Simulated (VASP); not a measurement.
Input of a VASP 6.6.1 run:

The input INCAR:

```
ALGO = Normal ; EDIFF = 1E-6
ENCUT = 520 ; GGA = PS
ISIF = 2 ; ISMEAR = -1
LASPH = T ; LCHARG = T
LELF = T ; LREAL = F
LVHAR = T ; LWAVE = F
NBANDS = 11 ; NELM = 80
PREC = Accurate ; SIGMA = 0.05
```

The input KPOINTS:

```
k-points
0
Gamma
  11 11 11
```

Contents of POSCAR:

```
Ca
1.0
    0.0000000000      2.7942000000      2.7662580000
    2.7942000000      0.0000000000      2.7662580000
    2.7942000000      2.7942000000      0.0000000000
Ca
1
Direct
    0.0000000000      0.0000000000      0.0000000000
```

Potentials or basis: VASP PAW PBE potentials, release 64 (Ca_sv).

The run is started by

```console
$ cat potpaw_PBE.64/Ca_sv/POTCAR > POTCAR
$ mpirun -np 1 vasp_std > vasp.out
```

(1) What does it give for the pressure?

(2) Estimate the band gap on the k mesh.

## Answers

(1) -1.0 GPa.

(2) zero (bands 5 and 6 overlap by 0.30 eV).

Caveat: the cell differs from its parent crystal (zz strain of -1 %); the PAW data sets were made with another functional, which shifts forces and pressure a little.
